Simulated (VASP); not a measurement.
# Si2W (I4/mmm) in VASP: a series of runs

The runs below take Si2W through single point, with PBEsol.

All numbers are computed with VASP 6.6.1; they aren't measurements. Logs are shortened: lines on timing, memory, paths and dates and some standing lists are left out, and cuts for length are marked.

### Step 1. The cell of the first run

It takes space group I4/mmm (No. 139, tetragonal). Conventional cell: a = 3.214 Å, b = 3.214 Å, c = 7.830 Å, α = 90.00°, β = 90.00°, γ = 90.00°. Si (site symmetry 4mm) has 9 Si at 2.59 to 3.21 Å and 5 W at 2.62 Å within 3.4 Å. Within 3.4 Å of W (site symmetry 4/mmm) lie 10 Si at 2.62 Å and 4 W at 3.21 Å.

### Step 2. Single point, PBEsol

INCAR

```
PREC     = Accurate       # precision mode
ENCUT    = 520            # plane-wave cutoff, eV
EDIFF    = 1E-6           # SCF threshold, eV
ISMEAR   = 1              # smearing method
SIGMA    = 0.5            # smearing width, eV
LREAL    = F              # projectors in reciprocal space
LASPH    = T              # aspherical terms in the spheres
NELM     = 80             # most SCF steps
ALGO     = Normal         # electronic algorithm
ISIF     = 2              # what is computed and relaxed
LWAVE    = F              # write WAVECAR
LCHARG   = F              # write CHGCAR
GGA      = PS             # functional
NBANDS   = 18             # bands
```

KPOINTS

```
Automatic mesh
0
Gamma
  14 14 14
```

POSCAR

```
Si2W
1.0
   -1.6069000000      1.6069000000      3.9149500000
    1.6069000000     -1.6069000000      3.9149500000
    1.6069000000      1.6069000000     -3.9149500000
Si W
2 1
Direct
    0.3347000000      0.3347000000      0.0000000000
    0.6653000000      0.6653000000      0.0000000000
    0.0000000000      0.0000000000      0.0000000000
```

Potentials or basis: VASP PAW PBE potentials, release 64 (Si, W_sv).

Launch:

```bash
> cat potpaw_PBE.64/Si/POTCAR potpaw_PBE.64/W_sv/POTCAR > POTCAR
> mpirun -np 1 vasp_std > vasp.out
```

OUTCAR:

```text
PREC = Accurate
   ENCUT = 520
   EDIFF = 1E-6
   ISMEAR = 1
   LREAL = F
   LASPH = T
   NELM = 80
   ISIF = 2
   GGA = PS

 ion  position               nearest neighbor table
   1  0.335  0.335  0.000-   2 2.59   3 2.62   3 2.62   3 2.62   3 2.62   3 2.62   2 2.63   2 2.63
                             2 2.63   2 2.63
   2  0.665  0.665  0.000-   1 2.59   3 2.62   3 2.62   3 2.62   3 2.62   3 2.62   1 2.63   1 2.63
                             1 2.63   1 2.63
   3  0.000  0.000  0.000-   2 2.62   2 2.62   2 2.62   1 2.62   2 2.62   1 2.62   1 2.62   1 2.62
                             1 2.62   2 2.62

  LATTYP: Found a body centered tetragonal cell.
 ALAT       =     3.2138000000
 C/A-ratio  =     2.4363370465

  Lattice vectors:

 A1 = (  -1.6069000000,   1.6069000000,   3.9149500000)
 A2 = (   1.6069000000,  -1.6069000000,   3.9149500000)
 A3 = (   1.6069000000,   1.6069000000,  -3.9149500000)

Analysis of symmetry for initial positions (statically):
=====================================================================
 Subroutine PRICEL returns:
 Original cell was already a primitive cell.

 Routine SETGRP: Setting up the symmetry group for a
 body centered tetragonal supercell.

 Subroutine GETGRP returns: Found 16 space group operations
 (whereof 16 operations were pure point group operations)
 out of a pool of 16 trial point group operations.

The static configuration has the point symmetry D_4h.

Analysis of symmetry for dynamics (positions and initial velocities):
=====================================================================
 Subroutine PRICEL returns:
 Original cell was already a primitive cell.

 Routine SETGRP: Setting up the symmetry group for a
 body centered tetragonal supercell.

 Subroutine GETGRP returns: Found 16 space group operations
 (whereof 16 operations were pure point group operations)
 out of a pool of 16 trial point group operations.

The dynamic configuration has the point symmetry D_4h.

 Subroutine INISYM returns: Found 16 space group operations
 (whereof 16 operations are pure point group operations),
 and found     1 'primitive' translations

----------------------------------------------------------------------------------------

                                     Primitive cell

  volume of cell :      40.4356

  direct lattice vectors                    reciprocal lattice vectors
    -1.606900000  1.606900000  3.914950000     0.000000000  0.311158131  0.127715552
     1.606900000 -1.606900000  3.914950000     0.311158131  0.000000000  0.127715552
     1.606900000  1.606900000 -3.914950000     0.311158131  0.311158131  0.000000000

  length of vectors
     4.526708376  4.526708376  4.526708376     0.336348992  0.336348992  0.440044048

  position of ions in fractional coordinates (direct lattice)
     0.334700000  0.334700000  0.000000000
     0.665300000  0.665300000  0.000000000
     0.000000000  0.000000000  0.000000000

  ion indices of the primitive-cell ions
   primitive index   ion index
                 1           1
                 2           2
                 3           3

----------------------------------------------------------------------------------------

 KPOINTS: Automatic mesh

Automatic generation of k-mesh.
 Grid dimensions read from file:
 generate k-points for:   14   14   14

 Generating k-lattice:

  Cartesian coordinates                     Fractional coordinates (reciprocal lattice)
     0.000000000  0.022225581  0.009122539     0.071428571  0.000000000  0.000000000
     0.022225581  0.000000000  0.009122539     0.000000000  0.071428571  0.000000000
     0.022225581  0.022225581  0.000000000     0.000000000  0.000000000  0.071428571

  Length of vectors
     0.024024928  0.024024928  0.031431718

  Shift w.r.t. Gamma in fractional coordinates (k-lattice)
     0.000000000  0.000000000  0.000000000

 Subroutine IBZKPT returns following result:
 ===========================================

 Found    244 irreducible k-points:

 Following reciprocal coordinates:
            Coordinates               Weight
  0.000000  0.000000  0.000000      1.000000
  0.071429 -0.000000  0.000000      8.000000
  0.142857 -0.000000  0.000000      8.000000
  0.214286  0.000000  0.000000      8.000000
  0.285714 -0.000000  0.000000      8.000000
  0.357143  0.000000 -0.000000      8.000000
[... 16 lines left out ...]
  0.214286  0.142857 -0.000000     16.000000
  0.285714  0.142857  0.000000     16.000000
 [... further k-points ...]
   k-points           NKPTS =    244   k-points in BZ     NKDIM =    244   number of bands    NBANDS=     18
   number of dos      NEDOS =    301   number of ions     NIONS =      3
   total plane-waves  NPLWV =  46656
   dimension x,y,z NGX =    36 NGY =   36 NGZ =   36
   dimension x,y,z NGXF=    72 NGYF=   72 NGZF=   72
   ions per type =               2   1
   NGX,Y,Z   is equivalent  to a cutoff of  13.22, 13.22, 13.22 a.u.
   NGXF,Y,Z  is equivalent  to a cutoff of  26.44, 26.44, 26.44 a.u.
 SYSTEM =  unknown system
   PREC   = accura    normal or accurate (medium, high low for compatibility)
   ISTART =      0    job   : 0-new  1-cont  2-samecut
   ICHARG =      2    charge: 1-file 2-atom 10-const
   ISPIN  =      1    spin polarized calculation?
   LNONCOLLINEAR =      F non collinear calculations
   LSORBIT =      F    spin-orbit coupling
   LASPH  =      T    aspherical Exc in radial PAW
   ENCUT  =  520.0 eV  38.22 Ry    6.18 a.u.   8.42  8.42  8.42*2*pi/ulx,y,z
   NELM   =     80;   NELMIN=  2; NELMDL= -5     # of ELM steps
   EDIFF  = 0.1E-05   stopping-criterion for ELM
   LREAL  =      F    real-space projection
   EDIFFG = 0.1E-04   stopping-criterion for IOM
   NSW    =      0    number of steps for IOM
   IBRION =     -1    ionic relax: 0-MD 1-quasi-New 2-CG
   NFREE  =      0    steps in history (QN), initial steepest desc. (CG)
   ISIF   =      2    stress and relaxation
   ISYM   =      2    0-nonsym 1-usesym 2-fastsym
   POTIM  = 0.5000    time-step for ionic-motion
   TEBEG  =    0.0;   TEEND  =   0.0 temperature during run
   PSTRESS=    0.0 pullay stress
   NELECT =      22.0000    total number of electrons
   NUPDOWN=      -1.0000    fix difference up-down
   EMIN   =  10.00;   EMAX   =-10.00  energy-range for DOS
   EFERMI =   0.00;   METHOD = LEGACY
   ISMEAR =     1;   SIGMA  =   0.50  broadening in eV -4-tet -1-fermi 0-gaus
   EFERMI_NEDOS =   21; number of points for ismear=-14 and -15
   IALGO  =     38    algorithm
   IMIX   =      4    mixing-type and parameters
     AMIX     =   0.40;   BMIX     =  1.00
     AMIX_MAG =   1.60;   BMIX_MAG =  1.00
  volume/ion in A,a.u.               =      13.48        90.96
  Fermi-wavevector in a.u.,A,eV,Ry     =   1.336476  2.525573 24.302284  1.786167
  Thomas-Fermi vector in A             =   2.465099
   LORBIT       =      0    0 simple, 1 ext, 2 COOP (PROOUT), +10 PAW based schemes
   GGA     = PS    functional components
   LHFCALC =     F    Hartree Fock is set to
   AEXX    =    0.0000 exact exchange contribution
   IVDW    =     0    specifies the selected vdW correction
   LEPSILON=     F    determine dielectric tensor
   LRPA    =     F    only Hartree local field effects (RPA)
 non-spin polarized calculation
 Methfessel and Paxton  Order N= 1 SIGMA  =   0.50
  energy-cutoff  :      520.00
  volume of cell :       40.44
 maximum number of plane-waves:      1114
 NGX is ok and might be reduce to    36
   NGX = 17   NGY = 17   NGZ = 17

 number of electron      21.9999999 magnetization

 Free energy of the ion-electron system (eV)
  ---------------------------------------------------
  ext. energy  EPLUGINS =         0.00000000
  ---------------------------------------------------
  free energy    TOTEN  =       -26.63228245 eV

  energy without entropy =      -26.64747856  energy(sigma->0) =      -26.63734782

 E-fermi :  11.8526     XC(G=0): -12.6061

 val. band max:       11.8241942255   @ k =  -0.3571  -0.4286   0.3571
 cond. band min:      11.8570916428   @ k =  -0.4286  -0.4286   0.2857
 fundamental gap:      0.0328974173
 Fermi energy:        11.8525624236

 k-point     1 :       0.0000    0.0000    0.0000
  band No.  band energies     occupation
      1     -61.9449      2.00000
      2     -26.2092      2.00000
      3     -26.1882      2.00000
      4     -26.1882      2.00000
      5      -2.2105      2.00000
      6       4.9975      2.00000
[... 10 lines left out ...]
     17      17.5639     -0.00000
     18      17.5639     -0.00000

 k-point     2 :       0.0714   -0.0000    0.0000
  band No.  band energies     occupation
      1     -61.9445      2.00000
      2     -26.2084      2.00000
      3     -26.1993      2.00000
      4     -26.1872      2.00000
      5      -2.1127      2.00000
      6       5.0064      2.00000
[... 10 lines left out ...]
     17      17.5726     -0.00000
     18      17.9217     -0.00000

 k-point     3 :       0.1429   -0.0000    0.0000
  band No.  band energies     occupation
      1     -61.9434      2.00000
      2     -26.2301      2.00000
      3     -26.2061      2.00000
      4     -26.1844      2.00000
      5      -1.8231      2.00000
      6       5.0050      2.00000
[... 10 lines left out ...]
     17      17.7354     -0.00000
     18      18.7508     -0.00000

 k-point     4 :       0.2143    0.0000    0.0000
  band No.  band energies     occupation
      1     -61.9419      2.00000
      2     -26.2743      2.00000
      3     -26.2027      2.00000
      4     -26.1804      2.00000
      5      -1.3521      2.00000
      6       4.8865      2.00000
[... 375 lines left out ...]
      4     -26.2040      2.00000
      5      -1.3385      2.00000
      6       4.5810      2.00000
[... 10 lines left out ...]
     17      18.4477     -0.00000
     18      19.0708     -0.00000

 k-point    23 :       0.2143    0.1429   -0.0000
  band No.  band energies     occupation
      1     -61.9405      2.00000
      2     -26.2699      2.00000
      3     -26.2214      2.00000
      4     -26.2007      2.00000
      5      -0.8358      2.00000
      6       4.3954      2.00000
[... 10 lines left out ...]
     17      18.2078     -0.00000
     18      20.0588     -0.00000

 k-point    24 :       0.2857    0.1429    0.0000
  band No.  band energies     occupation
      1     -61.9388      2.00000
      2     -26.3180      2.00000
      3     -26.2165      2.00000
      4     -26.1968      2.00000
      5      -0.1849      2.00000
      6       4.1214      2.00000
[... 10 lines left out ...]
     17      18.7634     -0.00000
     18      20.1295     -0.00000

 [... further k-points ...]

------------------------ aborting loop because EDIFF is reached ----------------------------------------

  FORCE on cell =-STRESS in cart. coord.  units (eV):
  Direction    XX          YY          ZZ          XY          YZ          ZX
  --------------------------------------------------------------------------------------
  -------------------------------------------------------------------------------------
  Total       -0.4672279     -0.4672279     -0.3808478      0.0000000      0.0000000     -0.0000000
  in kB      -18.5129411    -18.5129411    -15.0903093      0.0000000      0.0000000     -0.0000000
  external PRESSURE =     -17.3720639 kB  Pullay stress =       0.0000000 kB

 VOLUME and BASIS-vectors are now :
 -----------------------------------------------------------------------------
  energy-cutoff  :      520.00
  volume of cell :       40.44
      direct lattice vectors                 reciprocal lattice vectors
    -1.606900000  1.606900000  3.914950000     0.000000000  0.311158131  0.127715552
     1.606900000 -1.606900000  3.914950000     0.311158131  0.000000000  0.127715552
     1.606900000  1.606900000 -3.914950000     0.311158131  0.311158131  0.000000000

 POSITION                                       TOTAL-FORCE (eV/Angst)
 -----------------------------------------------------------------------------------
      0.00000      0.00000      2.62067        -0.000000     -0.000000     -0.011677
      0.00000      0.00000      5.20923         0.000000      0.000000      0.011677
      0.00000      0.00000      0.00000         0.000000      0.000000     -0.000000
 -----------------------------------------------------------------------------------
    total drift:                               -0.000000     -0.000000      0.000000

  FREE ENERGIE OF THE ION-ELECTRON SYSTEM (eV)
  ---------------------------------------------------
  free  energy   TOTEN  =       -26.6322824483 eV

  energy  without entropy=      -26.6474785648  energy(sigma->0) =      -26.63734782
```

Wall time 2.7 min (1 thread of Intel Xeon Platinum 8488C (Sapphire Rapids), shared host); peak memory 0.32 GiB.

Results:

```
Free energy            : -26.6323 eV
Pressure               : -1.7 GPa
Largest force          : 0.012 eV/Å
Band gap on the k mesh : zero (bands 11 and 12 overlap by 1.26 eV)
```

Forces in eV/Å, atoms in the order of the input:
```
Si   0.000  0.000 -0.012
Si   0.000  0.000  0.012
W    0.000  0.000  0.000
```

Caveat: the PAW data sets were made with another functional, which shifts forces and pressure a little; spin-orbit coupling is left out, which moves the levels of the heavy elements.

### Step 3. Single point, PBEsol

INCAR

```
SYSTEM = Si2W
  ALGO = Normal
  EDIFF = 1E-7
  ENCUT = 520
  GGA = PS
  ISIF = 2
  ISMEAR = 1
  LASPH = .True.
  LCHARG = .True.
  LELF = .True.
  LREAL = .False.
  LVHAR = .True.
  LWAVE = .False.
  NBANDS = 18
  NELM = 60
  PREC = Accurate
  SIGMA = 0.3
```

KPOINTS

```
k-points
0
Gamma
  14 14 14
  0 0 0
```

POSCAR is that of step 2.

Potentials or basis: VASP PAW PBE potentials, release 64 (Si, W_sv).

Launch:

```bash
> cat potpaw_PBE.64/Si/POTCAR potpaw_PBE.64/W_sv/POTCAR > POTCAR
> mpirun -np 1 vasp_std > vasp.out
```

Wall time 2.8 min (1 thread of Intel Xeon Platinum 8488C (Sapphire Rapids), shared host); peak memory 0.32 GiB.

The run converged. Its results:

* Free energy: -26.6370 eV
* Pressure: -1.7 GPa
* Largest force: 0.012 eV/Å
* Band gap on the k mesh: zero (bands 11 and 12 overlap by 1.26 eV)

Forces in eV/Å, atoms in the order of the input:
```
Si   0.000  0.000 -0.012
Si   0.000  0.000  0.012
W    0.000  0.000  0.000
```

Stress tensor (GPa, compression positive):
```
-1.80  0.00  0.00
 0.00 -1.80  0.00
 0.00  0.00 -1.44
```

Levels at points of the mesh, in eV from the Fermi level:
```csv
k point,band 9,band 10,band 11,band 12,band 13,band 14
"(0.00, 0.00, 0.00)",-2.83,-2.83,0.62,2.78,2.92,3.10
"(0.50, 0.00, 0.00)",-2.79,-2.76,-0.43,2.69,2.81,3.96
"(0.50, 0.50, 0.00)",-5.00,-3.25,-1.74,2.83,2.96,3.12
"(0.50, 0.50, 0.50)",-0.82,-0.82,-0.49,-0.49,0.80,4.54
```

Caveat: the PAW data sets were made with another functional, which shifts forces and pressure a little; spin-orbit coupling is left out, which moves the levels of the heavy elements.

### Step 4. Single point, PBEsol

INCAR

```
PREC = Accurate ; ENCUT = 520
EDIFF = 1E-6 ; ISMEAR = 1
SIGMA = 0.2 ; LREAL = False
LASPH = True ; NELM = 100
ALGO = Normal ; ISIF = 2
LWAVE = False ; LCHARG = False
GGA = PS ; NBANDS = 18
```

KPOINTS

```
regular mesh
0
Gamma
  14 14 14
```

POSCAR is that of step 3.

Launch:

```bash
> cat potpaw_PBE.64/Si/POTCAR potpaw_PBE.64/W_sv/POTCAR > POTCAR
> mpirun -np 1 vasp_std > vasp.out
```

Wall time 2.9 min (1 thread of Intel Xeon Platinum 8488C (Sapphire Rapids), shared host); peak memory 0.32 GiB.

It converged, with:

| Property | Result |
| --- | --- |
| Free energy | -26.6381 eV |
| Pressure | -1.7 GPa |
| Largest force | 0.010 eV/Å |
| Band gap on the k mesh | zero (bands 11 and 12 overlap by 1.26 eV) |

Forces in eV/Å, atoms in the order of the input:
```
Si   0.000  0.000 -0.010
Si   0.000  0.000  0.010
W    0.000  0.000  0.000
```

Stress tensor (GPa, compression positive):
```
-1.80  0.00  0.00
 0.00 -1.80  0.00
 0.00  0.00 -1.45
```

Levels at points of the mesh, in eV from the Fermi level:
| k point | band 8 | band 9 | band 10 | band 11 | band 12 | band 13 | band 14 | band 15 |
| --- | --- | --- | --- | --- | --- | --- | --- | --- |
| (0.00, 0.00, 0.00) | -3.35 | -2.84 | -2.84 | 0.61 | 2.77 | 2.91 | 3.09 | 3.09 |
| (0.50, 0.00, 0.00) | -4.84 | -2.79 | -2.77 | -0.44 | 2.69 | 2.81 | 3.95 | 4.43 |
| (0.50, 0.50, 0.00) | -5.46 | -5.01 | -3.25 | -1.75 | 2.82 | 2.95 | 3.11 | 3.91 |
| (0.50, 0.50, 0.50) | -2.59 | -0.82 | -0.82 | -0.50 | -0.50 | 0.79 | 4.53 | 4.89 |

Caveat: the PAW data sets were made with another functional, which shifts forces and pressure a little; spin-orbit coupling is left out, which moves the levels of the heavy elements.

### Step 5. Single point, PBEsol

INCAR

```
SYSTEM = Si2W
ALGO     = Normal         ! electronic algorithm
EDIFF    = 1E-6           ! SCF threshold, eV
ENCUT    = 520            ! plane-wave cutoff, eV
GGA      = PS             ! functional
ISIF     = 2              ! what is computed and relaxed
ISMEAR   = 1              ! smearing method
LASPH    = .True.         ! aspherical terms in the spheres
LCHARG   = .False.        ! write CHGCAR
LREAL    = .False.        ! projectors in reciprocal space
LWAVE    = .False.        ! write WAVECAR
NBANDS   = 18             ! bands
NELM     = 60             ! most SCF steps
PREC     = Accurate       ! precision mode
SIGMA    = 0.1            ! smearing width, eV
```

KPOINTS

```
k-points
0
Gamma
  14 14 14
  0 0 0
```

POSCAR is that of step 4.

Launch:

```bash
> cat potpaw_PBE.64/Si/POTCAR potpaw_PBE.64/W_sv/POTCAR > POTCAR
> mpirun -np 1 vasp_std > vasp.out
```

It took 3.1 min on 1 thread of Intel Xeon Platinum 8488C (Sapphire Rapids), shared host; peak memory 0.33 GiB.

It converged, with:

```
Free energy            : -26.6383 eV
Pressure               : -1.7 GPa
Band gap on the k mesh : zero (bands 11 and 12 overlap by 1.26 eV)
```

Stress tensor (GPa, compression positive):
```
-1.76  0.00  0.00
 0.00 -1.76  0.00
 0.00  0.00 -1.47
```

Levels at points of the mesh, in eV from the Fermi level:
```tsv
k point	band 9	band 10	band 11	band 12	band 13	band 14
(0.00, 0.00, 0.00)	-2.83	-2.83	0.61	2.77	2.91	3.09
(0.50, 0.00, 0.00)	-2.79	-2.77	-0.44	2.69	2.81	3.95
(0.50, 0.50, 0.00)	-5.01	-3.25	-1.75	2.83	2.95	3.12
(0.50, 0.50, 0.50)	-0.82	-0.82	-0.50	-0.50	0.79	4.53
```

Caveat: the PAW data sets were made with another functional, which shifts forces and pressure a little; spin-orbit coupling is left out, which moves the levels of the heavy elements.

### Step 6. Overview

```tsv
smearing	gap on the mesh (eV)	pressure (GPa)	largest force (eV/Å)
methfessel-paxton 0.5 eV	none	-1.7	0.01
methfessel-paxton 0.3 eV	none	-1.7	0.01
methfessel-paxton 0.2 eV	none	-1.7	0.01
methfessel-paxton 0.1 eV	none	-1.7	-
```

Alike in all rows: task single point; level PBEsol; potentials or basis VASP PAW PBE potentials, release 64 (Si, W_sv); no spin polarisation; cell as given; k mesh 14 × 14 × 14; cutoff (eV) 520.

Caveats: the PAW data sets were made with another functional, which shifts forces and pressure a little; spin-orbit coupling is left out, which moves the levels of the heavy elements.

Total energies depend on the potentials used, so only differences within one code and one set of settings carry meaning.

The gap in the log of VASP goes by the Fermi energy; the results here count the filled bands.